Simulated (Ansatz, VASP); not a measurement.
Ba3S4: VASP beside Ansatz

The input INCAR:

```
PREC     = Accurate       # precision mode
ENCUT    = 520            # plane-wave cutoff, eV
EDIFF    = 1E-7           # SCF threshold, eV
ISMEAR   = 0              # smearing method
SIGMA    = 0.1            # smearing width, eV
LREAL    = F              # projectors in reciprocal space
LASPH    = T              # aspherical terms in the spheres
NELM     = 80             # most SCF steps
ALGO     = Normal         # electronic algorithm
ISIF     = 2              # what is computed and relaxed
LWAVE    = F              # write WAVECAR
LCHARG   = F              # write CHGCAR
GGA      = PE             # functional
NBANDS   = 36             # bands
```

The input KPOINTS:

```
regular mesh
0
Gamma
  4 4 4
```

Contents of POSCAR:

```
Ba3S4
1.0
    6.5280000000      0.0000000000      0.0000000000
    0.0000000000      6.5280000000      0.0000000000
    0.0000000000      0.0000000000      6.5280000000
Ba S
3 4
Direct
    0.5000000000      0.0000000000      0.0000000000
    0.0000000000      0.5000000000      0.0000000000
    0.0000000000      0.0000000000      0.5000000000
    0.0000000000      0.5000000000      0.5000000000
    0.5000000000      0.0000000000      0.5000000000
    0.5000000000      0.5000000000      0.0000000000
    0.0000000000      0.0000000000      0.0000000000
```

Input for Ansatz:

```yaml
crystal:
  lattice:
    - [6.528, 0.0, 0.0]
    - [0.0, 6.528, 0.0]
    - [0.0, 0.0, 6.528]
  atoms:
    - { symbol: Ba, position: [0.5, 0.0, 0.0] }
    - { symbol: Ba, position: [0.0, 0.5, 0.0] }
    - { symbol: Ba, position: [0.0, 0.0, 0.5] }
    - { symbol: S, position: [0.0, 0.5, 0.5] }
    - { symbol: S, position: [0.5, 0.0, 0.5] }
    - { symbol: S, position: [0.5, 0.5, 0.0] }
    - { symbol: S, position: [0.0, 0.0, 0.0] }
basis:
  ecutwfc: 420
kpoints:
  mp_grid: { grid: [4, 4, 4] }
hamiltonian:
  xc: pbe
scf:
  occupations: { method: gaussian, width: 0.1 }
  lower_state_search: "off"
output:
  forces: true
  stress: true
  eigenvalues: true
```

Change from the starting cell: ordered vacancies on the cation sites of rock salt (Pm-3m, No. 221).

Alike in both runs: task single point; functional PBE; k mesh 4 × 4 × 4; occupations gaussian, width 0.1 eV; no spin polarisation.

```csv
,VASP,Ansatz
version,VASP 6.6.1,Ansatz 0.2.0
potentials or method,"VASP PAW PBE potentials, release 64 (Ba_sv, S), cutoff 520 eV","scalar-relativistic, plane waves, PAW"
valence electrons in the cell,54,54
```

```tsv
	VASP	Ansatz	Ansatz less VASP
gap on the k mesh at the Fermi level (eV)	none	none	-
pressure (GPa)	-1.7	-2.0	-0.32
```

A gap of «none» marks a metal or a gap that the smearing closes. With one functional, cell and mesh, what is left measures potentials, basis and numerics.

Spin-orbit coupling is off throughout.
